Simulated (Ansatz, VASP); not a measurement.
# SnO2: VASP beside Ansatz

The input INCAR:

```
  PREC = Accurate
  ENCUT = 520
  EDIFF = 1E-6
  ISMEAR = 0
  SIGMA = 0.05
  LREAL = False
  LASPH = True
  NELM = 80
  ALGO = Normal
  ISIF = 2
  LWAVE = False
  LCHARG = True
  GGA = PE
  IVDW = 12
  LELF = True
  LVHAR = True
  NBANDS = 35
```

Contents of KPOINTS:

```
Automatic mesh
0
Gamma
  12 12 4
```

The input POSCAR:

```
SnO2
1.0
    3.1111422346      0.0000000000      0.0000000000
   -1.5555711173      2.6943282099      0.0000000000
    0.0000000000      0.0000000000     11.0212639666
Sn O
2 4
Direct
    0.0000000000      0.0000000000      0.5000000000
    0.0000000000      0.0000000000      0.0000000000
    0.6666666667      0.3333333333      0.4018666787
    0.6666666667      0.3333333333      0.0981333213
    0.3333333333      0.6666666667      0.5981333213
    0.3333333333      0.6666666667      0.9018666787
```

Input for Ansatz:

```yaml
crystal:
  lattice:
    - [3.1111422346, 0.0, 0.0]
    - [-1.5555711173, 2.6943282099, 0.0]
    - [0.0, 0.0, 11.0212639666]
  atoms:
    - { symbol: Sn, position: [0.0, 0.0, 0.5] }
    - { symbol: Sn, position: [0.0, 0.0, 0.0] }
    - { symbol: O, position: [0.6666666667, 0.3333333333, 0.4018666787] }
    - { symbol: O, position: [0.6666666667, 0.3333333333, 0.0981333213] }
    - { symbol: O, position: [0.3333333333, 0.6666666667, 0.5981333213] }
    - { symbol: O, position: [0.3333333333, 0.6666666667, 0.9018666787] }
basis:
  ecutwfc: 420
kpoints:
  mp_grid: { grid: [12, 12, 4] }
hamiltonian:
  xc: pbe
  dispersion: d3bj
scf:
  occupations: { method: gaussian, width: 0.05 }
output:
  forces: true
  stress: true
  eigenvalues: true
```

Alike in both runs: task single point; functional PBE; dispersion D3(BJ); k mesh 12 × 12 × 4; occupations gaussian, width 0.05 eV; no spin polarisation.

|  | VASP | Ansatz |
| --- | --- | --- |
| version | VASP 6.6.1 | Ansatz 0.2.0 |
| potentials or method | VASP PAW PBE potentials, release 64 (Sn_d, O), cutoff 520 eV | scalar-relativistic, plane waves, PAW |
| valence electrons in the cell | 52 | 52 |

VASP gave:

- gap on the k mesh at the Fermi level (eV): 2.71
- least direct gap on the mesh (eV): 3.11
- pressure (GPa): 5.9
- traceless stress, the component that is largest in VASP (GPa): -8.48
- rms of the force components (eV/Å): 0.093

**Question.** Which values does Ansatz return?

**Answer.** gap on the k mesh at the Fermi level (eV): 2.74; least direct gap on the mesh (eV): 3.14; pressure (GPa): 5.3; traceless stress, the component that is largest in VASP (GPa): -8.20; rms of the force components (eV/Å): 0.123.

Atom by atom the forces differ by 0.031 eV/Å (rms over components).
